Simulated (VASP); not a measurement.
A run of VASP 6.6.1 is set up as follows.

Contents of INCAR:

```
  PREC = Accurate
  ENCUT = 600
  EDIFF = 1E-7
  ISMEAR = 0
  SIGMA = 0.01
  LREAL = False
  LASPH = True
  NELM = 100
  ALGO = Normal
  ISIF = 3
  LWAVE = False
  LCHARG = False
  GGA = PS
  IBRION = 2
  NSW = 100
  EDIFFG = -0.002
  PSTRESS = 70.0
```

Contents of KPOINTS:

```
regular mesh
0
Gamma
  6 6 6
```

The input POSCAR:

```
KBr
1.0
    3.2745281208      3.2745281208      0.0000000000
   -3.2745281208      3.2745281208      0.0000000000
    0.0000000000      3.2745281208      3.2745281208
K Br
1 1
Direct
    0.0000000000      0.0000000000      0.0000000000
    0.5000000000      0.5000000000      0.0000000000
```

Potentials or basis: VASP PAW PBE potentials, release 64 (K_sv, Br).

Command:

```bash
$ cat potpaw_PBE.64/K_sv/POTCAR potpaw_PBE.64/Br/POTCAR > POTCAR
$ mpirun -np 1 vasp_std > vasp.out
```

Task: Estimate the relaxed volume.

Result: 27.57 Å³/atom.

Task: Estimate the relaxed cell.

Result: a = 4.272 Å, b = 4.272 Å, c = 4.272 Å, α = 60.00°, β = 60.00°, γ = 90.00°.

Task: What does it give for the space group after relaxing (to 0.05 Å)?

Result: Fm-3m (No. 225).

Step by step:
```tsv
step	energy change (eV)	largest force (eV/Å)	pressure (GPa)	volume (Å³)
1	0.0000	0.0000	0.07	70.22
2	0.2320	0.0000	6.40	55.89
3	0.2614	0.0000	6.97	55.19
4	0.2736	0.0000	7.20	54.91
5	0.2614	0.0000	6.97	55.19
6	0.2631	0.0000	7.00	55.15
```

Caveat: the cell is relaxed towards a set pressure, so the enthalpy falls and the energy may rise; the volume moved by over 15 % at a fixed basis, so the end points are rough; the PAW data sets were made with another functional, which shifts forces and pressure a little.
